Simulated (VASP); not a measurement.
# Cu (Fm-3m) in VASP: further runs

The runs below take Cu through relaxation of cell and atoms, single point, with LDA, PBE+D4.

Everything below comes from runs of VASP 6.6.1. Logs are shortened: lines on timing, memory, paths and dates and some standing lists are left out, and cuts for length are marked.

**1. The cell of the first run**

Symmetry: Fm-3m, No. 225, cubic system. Conventional cell: a = 3.615 Å, b = 3.615 Å, c = 3.615 Å, α = 90.00°, β = 90.00°, γ = 90.00°. Within 3.4 Å of Cu (site symmetry m-3m) lie 12 Cu at 2.56 Å.

**2. Relaxation of cell and atoms, LDA**

INCAR

```
PREC = Accurate
ENCUT = 600
EDIFF = 1E-7
ISMEAR = -1
SIGMA = 0.05
LREAL = F
LASPH = T
NELM = 120
ALGO = Normal
ISIF = 3
LWAVE = F
LCHARG = F
GGA = CA
IBRION = 2
NSW = 80
EDIFFG = -0.02
GGA_COMPAT = F
NELMIN = 4
```

KPOINTS

```
Automatic mesh
0
Gamma
  13 13 13
```

POSCAR

```
Cu
1.0
    0.0000000000      1.8075000000      1.8075000000
    1.8075000000      0.0000000000      1.8075000000
    1.8075000000      1.8075000000      0.0000000000
Cu
1
Direct
    0.0000000000      0.0000000000      0.0000000000
```

Potentials or basis: VASP PAW LDA potentials, release 64 (Cu).

The run is started by

```
> cat potpaw_LDA.64/Cu/POTCAR > POTCAR
> mpirun -np 1 vasp_std > vasp.out
```

OUTCAR:

```text
PREC = Accurate
   ENCUT = 600
   EDIFF = 1E-7
   ISMEAR = -1
   LREAL = F
   LASPH = T
   NELM = 120
   ISIF = 3
   GGA = CA
   IBRION = 2
   NSW = 80
   EDIFFG = -0.02
   NELMIN = 4

 ion  position               nearest neighbor table
   1  0.000  0.000  0.000-

  LATTYP: Found a face centered cubic cell.
 ALAT       =     3.6150000000

  Lattice vectors:

 A1 = (   0.0000000000,   1.8075000000,   1.8075000000)
 A2 = (   1.8075000000,   0.0000000000,   1.8075000000)
 A3 = (   1.8075000000,   1.8075000000,   0.0000000000)

Analysis of symmetry for initial positions (statically):
=====================================================================
 Subroutine PRICEL returns:
 Original cell was already a primitive cell.

 Routine SETGRP: Setting up the symmetry group for a
 face centered cubic supercell.

 Subroutine GETGRP returns: Found 48 space group operations
[... 9 lines left out ...]

 Routine SETGRP: Setting up the symmetry group for a
 face centered cubic supercell.

 Subroutine GETGRP returns: Found 48 space group operations
[... 11 lines left out ...]
                                     Primitive cell

  volume of cell :      11.8104

  direct lattice vectors                    reciprocal lattice vectors
     0.000000000  1.807500000  1.807500000    -0.276625173  0.276625173  0.276625173
     1.807500000  0.000000000  1.807500000     0.276625173 -0.276625173  0.276625173
     1.807500000  1.807500000  0.000000000     0.276625173  0.276625173 -0.276625173

  length of vectors
     2.556191014  2.556191014  2.556191014     0.479128854  0.479128854  0.479128854

  position of ions in fractional coordinates (direct lattice)
     0.000000000  0.000000000  0.000000000

  ion indices of the primitive-cell ions
   primitive index   ion index
                 1           1

----------------------------------------------------------------------------------------

 KPOINTS: Automatic mesh

Automatic generation of k-mesh.
 Grid dimensions read from file:
 generate k-points for:   13   13   13

 Generating k-lattice:

  Cartesian coordinates                     Fractional coordinates (reciprocal lattice)
    -0.021278859  0.021278859  0.021278859     0.076923077  0.000000000  0.000000000
     0.021278859 -0.021278859  0.021278859     0.000000000  0.076923077  0.000000000
     0.021278859  0.021278859 -0.021278859     0.000000000  0.000000000  0.076923077

  Length of vectors
     0.036856066  0.036856066  0.036856066

  Shift w.r.t. Gamma in fractional coordinates (k-lattice)
     0.000000000  0.000000000  0.000000000

 Subroutine IBZKPT returns following result:
 ===========================================

 Found     84 irreducible k-points:

 Following reciprocal coordinates:
            Coordinates               Weight
  0.000000  0.000000  0.000000      1.000000
  0.076923  0.000000  0.000000      8.000000
  0.153846  0.000000  0.000000      8.000000
  0.230769  0.000000  0.000000      8.000000
  0.307692  0.000000  0.000000      8.000000
  0.384615  0.000000  0.000000      8.000000
[... 16 lines left out ...]
  0.384615  0.153846  0.000000     24.000000
  0.461538  0.153846  0.000000     24.000000
 [... further k-points ...]
   k-points           NKPTS =     84   k-points in BZ     NKDIM =     84   number of bands    NBANDS=      9
   number of dos      NEDOS =    301   number of ions     NIONS =      1
   total plane-waves  NPLWV =   8000
   dimension x,y,z NGX =    20 NGY =   20 NGZ =   20
   dimension x,y,z NGXF=    40 NGYF=   40 NGZF=   40
   ions per type =               1
   NGX,Y,Z   is equivalent  to a cutoff of  13.01, 13.01, 13.01 a.u.
   NGXF,Y,Z  is equivalent  to a cutoff of  26.01, 26.01, 26.01 a.u.
 SYSTEM =  unknown system
   PREC   = accura    normal or accurate (medium, high low for compatibility)
   ISTART =      0    job   : 0-new  1-cont  2-samecut
   ICHARG =      2    charge: 1-file 2-atom 10-const
   ISPIN  =      1    spin polarized calculation?
   LNONCOLLINEAR =      F non collinear calculations
   LSORBIT =      F    spin-orbit coupling
   LASPH  =      T    aspherical Exc in radial PAW
   ENCUT  =  600.0 eV  44.10 Ry    6.64 a.u.   5.11  5.11  5.11*2*pi/ulx,y,z
   NELM   =    120;   NELMIN=  4; NELMDL= -5     # of ELM steps
   EDIFF  = 0.1E-06   stopping-criterion for ELM
   LREAL  =      F    real-space projection
   EDIFFG = -.2E-01   stopping-criterion for IOM
   NSW    =     80    number of steps for IOM
   IBRION =      2    ionic relax: 0-MD 1-quasi-New 2-CG
   NFREE  =      1    steps in history (QN), initial steepest desc. (CG)
   ISIF   =      3    stress and relaxation
   ISYM   =      2    0-nonsym 1-usesym 2-fastsym
   POTIM  = 0.5000    time-step for ionic-motion
   TEBEG  =    0.0;   TEEND  =   0.0 temperature during run
   PSTRESS=    0.0 pullay stress
   NELECT =      11.0000    total number of electrons
   NUPDOWN=      -1.0000    fix difference up-down
   EMIN   =  10.00;   EMAX   =-10.00  energy-range for DOS
   EFERMI =   0.00;   METHOD = LEGACY
   ISMEAR =    -1;   SIGMA  =   0.05  broadening in eV -4-tet -1-fermi 0-gaus
   EFERMI_NEDOS =   21; number of points for ismear=-14 and -15
   IALGO  =     38    algorithm
   IMIX   =      4    mixing-type and parameters
     AMIX     =   0.40;   BMIX     =  1.00
     AMIX_MAG =   1.60;   BMIX_MAG =  1.00
  volume/ion in A,a.u.               =      11.81        79.70
  Fermi-wavevector in a.u.,A,eV,Ry     =   1.598763  3.021224 34.777078  2.556043
  Thomas-Fermi vector in A             =   2.696162
   LORBIT       =      0    0 simple, 1 ext, 2 COOP (PROOUT), +10 PAW based schemes
   GGA     = CA    functional components
   LHFCALC =     F    Hartree Fock is set to
   AEXX    =    0.0000 exact exchange contribution
   IVDW    =     0    specifies the selected vdW correction
   LEPSILON=     F    determine dielectric tensor
   LRPA    =     F    only Hartree local field effects (RPA)
 conjugate gradient relaxation of ions
 non-spin polarized calculation
  energy-cutoff  :      600.00
  volume of cell :       11.81
 maximum number of plane-waves:       411
   NGX = 11   NGY = 11   NGZ = 11

--------------------------------------- Ionic step        1  -------------------------------------------

 number of electron      11.0000001 magnetization

 Free energy of the ion-electron system (eV)
  ---------------------------------------------------
  ext. energy  EPLUGINS =         0.00000000
  ---------------------------------------------------
  free energy    TOTEN  =        -4.67572632 eV

  energy without entropy =       -4.67306037  energy(sigma->0) =       -4.67439335

------------------------ aborting loop because EDIFF is reached ----------------------------------------

  FORCE on cell =-STRESS in cart. coord.  units (eV):
  Direction    XX          YY          ZZ          XY          YZ          ZX
  --------------------------------------------------------------------------------------
  -------------------------------------------------------------------------------------
  Total       -0.8693771     -0.8693771     -0.8693771      0.0000000      0.0000000      0.0000000
  in kB     -117.9380316   -117.9380316   -117.9380316      0.0000000      0.0000000      0.0000000
  external PRESSURE =    -117.9380316 kB  Pullay stress =       0.0000000 kB

 VOLUME and BASIS-vectors are now :
 -----------------------------------------------------------------------------
  energy-cutoff  :      600.00
  volume of cell :       11.81
      direct lattice vectors                 reciprocal lattice vectors
     0.000000000  1.807500000  1.807500000    -0.276625173  0.276625173  0.276625173
     1.807500000  0.000000000  1.807500000     0.276625173 -0.276625173  0.276625173
     1.807500000  1.807500000  0.000000000     0.276625173  0.276625173 -0.276625173

 POSITION                                       TOTAL-FORCE (eV/Angst)
 -----------------------------------------------------------------------------------
      0.00000      0.00000      0.00000         0.000000      0.000000      0.000000
 -----------------------------------------------------------------------------------
    total drift:                                0.000000      0.000000      0.000000

  FREE ENERGIE OF THE ION-ELECTRON SYSTEM (eV)
  ---------------------------------------------------
  free  energy   TOTEN  =        -4.6757263234 eV

  energy  without entropy=       -4.6730603693  energy(sigma->0) =       -4.67439335

--------------------------------------- Ionic step        2  -------------------------------------------

 number of electron      10.9999989 magnetization

------------------------ aborting loop because EDIFF is reached ----------------------------------------

  FORCE on cell =-STRESS in cart. coord.  units (eV):
  Direction    XX          YY          ZZ          XY          YZ          ZX
  --------------------------------------------------------------------------------------
  -------------------------------------------------------------------------------------
  Total        0.6979537      0.6979537      0.6979537      0.0000000     -0.0000000      0.0000000
  in kB      107.6702260    107.6702260    107.6702260      0.0000000     -0.0000000      0.0000000
  external PRESSURE =     107.6702260 kB  Pullay stress =       0.0000000 kB

 VOLUME and BASIS-vectors are now :
 -----------------------------------------------------------------------------
  energy-cutoff  :      600.00
  volume of cell :       10.39
      direct lattice vectors                 reciprocal lattice vectors
     0.000000000  1.731691535  1.731691535    -0.288735026  0.288735026  0.288735026
     1.731691535  0.000000000  1.731691535     0.288735026 -0.288735026  0.288735026
     1.731691535  1.731691535  0.000000000     0.288735026  0.288735026 -0.288735026

 POSITION                                       TOTAL-FORCE (eV/Angst)
 -----------------------------------------------------------------------------------
      0.00000      0.00000      0.00000         0.000000      0.000000      0.000000
 -----------------------------------------------------------------------------------
    total drift:                                0.000000      0.000000      0.000000

  FREE ENERGIE OF THE ION-ELECTRON SYSTEM (eV)
  ---------------------------------------------------
  free  energy   TOTEN  =        -4.6932824950 eV

  energy  without entropy=       -4.6905711561  energy(sigma->0) =       -4.69192683

--------------------------------------- Ionic step        3  -------------------------------------------

 number of electron      11.0000001 magnetization

 Free energy of the ion-electron system (eV)
  ---------------------------------------------------
  ext. energy  EPLUGINS =         0.00000000
  ---------------------------------------------------
  free energy    TOTEN  =        -4.71071105 eV

  energy without entropy =       -4.70804827  energy(sigma->0) =       -4.70937966

 E-fermi :   8.5340     XC(G=0): -13.5588

 val. band max:        8.3454032046   @ k =   0.4615   0.2308   0.0000
 cond. band min:       8.5483686835   @ k =   0.4615   0.3077   0.0000
 fundamental gap:      0.2029654789
 Fermi energy:         8.5340457308

 k-point     1 :       0.0000    0.0000    0.0000
  band No.  band energies     occupation
      1      -1.6063      2.00000
      2       5.0185      2.00000
      3       5.0185      2.00000
      4       5.0185      2.00000
      5       5.9616      2.00000
      6       5.9616      2.00000
      7      31.6317      0.00000
      8      34.7156      0.00000
      9      34.7156      0.00000

 k-point     2 :       0.0769    0.0000    0.0000
  band No.  band energies     occupation
      1      -1.3789      2.00000
      2       4.9674      2.00000
      3       5.0636      2.00000
      4       5.0636      2.00000
      5       5.9442      2.00000
      6       5.9442      2.00000
      7      30.3355      0.00000
      8      32.8059      0.00000
      9      34.1005      0.00000
[... 253 lines left out ...]
 k-point    24 :       0.4615    0.1538    0.0000
  band No.  band energies     occupation
      1       3.0636      2.00000
      2       4.6219      2.00000
      3       5.0316      2.00000
      4       5.3343      2.00000
      5       6.6203      2.00000
      6       7.9904      1.99996
      7      14.8183      0.00000
      8      25.9877      0.00000
      9      27.3960      0.00000

 [... further k-points ...]
[... 5 lines left out ...]
  --------------------------------------------------------------------------------------
  -------------------------------------------------------------------------------------
  Total       -0.0038592     -0.0038592     -0.0038592      0.0000000      0.0000000      0.0000000
  in kB       -0.5654189     -0.5654189     -0.5654189      0.0000000      0.0000000      0.0000000
  external PRESSURE =      -0.5654189 kB  Pullay stress =       0.0000000 kB

 VOLUME and BASIS-vectors are now :
 -----------------------------------------------------------------------------
  energy-cutoff  :      600.00
  volume of cell :       10.94
      direct lattice vectors                 reciprocal lattice vectors
     0.000000000  1.761714244  1.761714244    -0.283814473  0.283814473  0.283814473
     1.761714244  0.000000000  1.761714244     0.283814473 -0.283814473  0.283814473
     1.761714244  1.761714244  0.000000000     0.283814473  0.283814473 -0.283814473

 POSITION                                       TOTAL-FORCE (eV/Angst)
 -----------------------------------------------------------------------------------
      0.00000      0.00000      0.00000         0.000000      0.000000     -0.000000
 -----------------------------------------------------------------------------------
    total drift:                                0.000000     -0.000000      0.000000

  FREE ENERGIE OF THE ION-ELECTRON SYSTEM (eV)
  ---------------------------------------------------
  free  energy   TOTEN  =        -4.7107110456 eV

  energy  without entropy=       -4.7080482676  energy(sigma->0) =       -4.70937966

 reached required accuracy - stopping structural energy minimisation
```

Wall time 8.9 s (1 thread of Intel Xeon 6975P-C (Granite Rapids), shared host); peak memory 0.13 GiB.

What came out:

| Item | Value |
| --- | --- |
| Free energy | -4.7107 eV |
| Relaxed volume | 10.94 Å³/atom |
| Relaxed cell | a = 2.491 Å, b = 2.491 Å, c = 2.491 Å, α = 60.00°, β = 60.00°, γ = 60.00° |
| Space group after relaxing (to 0.05 Å) | Fm-3m (No. 225) |
| Energy gained by relaxing | 35.0 meV/atom |
| Ionic steps | 3 |
| Pressure after relaxing | -0.1 GPa |

Step by step:
```csv
step,energy change (eV),largest force (eV/Å),pressure (GPa),volume (Å³)
1,0.0000,0.0000,-11.79,11.81
2,-0.0176,0.0000,10.77,10.39
3,-0.0350,0.0000,-0.06,10.94
```

Final structure:
```
Cu
1.0
     0.00000    1.76171    1.76171
     1.76171    0.00000    1.76171
     1.76171    1.76171    0.00000
Cu
1
Direct
  0.00000 0.00000 0.00000
```

LDA usually gives volumes a few per cent too small. Zero-point motion and thermal expansion aren't in these numbers.

**3. Single point, PBE+D4**

This run uses another cell than the first one, of 11.40 Å³/atom, 0.965 times its volume.

INCAR

```
SYSTEM = Cu
  PREC = Accurate
  ENCUT = 600
  EDIFF = 1E-6
  ISMEAR = -1
  SIGMA = 0.05
  LREAL = .FALSE.
  LASPH = .TRUE.
  NELM = 120
  ALGO = Normal
  ISIF = 2
  LWAVE = .FALSE.
  LCHARG = .TRUE.
  GGA = PE
  IVDW = 13
  LELF = .TRUE.
  LVHAR = .TRUE.
  NBANDS = 12
  GGA_COMPAT = .FALSE.
```

KPOINTS

```
Automatic mesh
0
G
  13 13 13
  0 0 0
```

POSCAR

```
Cu
1.0
    0.0000000000      1.7861107670      1.7861107670
    1.7861107670      0.0000000000      1.7861107670
    1.7861107670      1.7861107670      0.0000000000
Cu
1
Direct
    0.0000000000      0.0000000000      0.0000000000
```

Potentials or basis: VASP PAW PBE potentials, release 64 (Cu).

The run is started by

```
> cat potpaw_PBE.64/Cu/POTCAR > POTCAR
> mpirun -np 1 vasp_std > vasp.out
```

Run time: 6 s. Hardware: 1 thread of Intel Xeon 6975P-C (Granite Rapids), shared host; peak memory 0.13 GiB.

Results (log left out):

* Free energy: -4.2947 eV
* Pressure: 0.6 GPa
* Dispersion energy per atom: -0.579 eV

Levels at points of the mesh, in eV from the Fermi level:
```
           k point  band 3  band 4  band 5  band 6  band 7  band 8  band 9  band 10
(0.00, 0.00, 0.00)   -3.33   -3.33   -2.46   -2.46   22.69   25.62   25.62    25.62
```

Caveat: pairwise dispersion overbinds metals, which lowers pressure and volume.
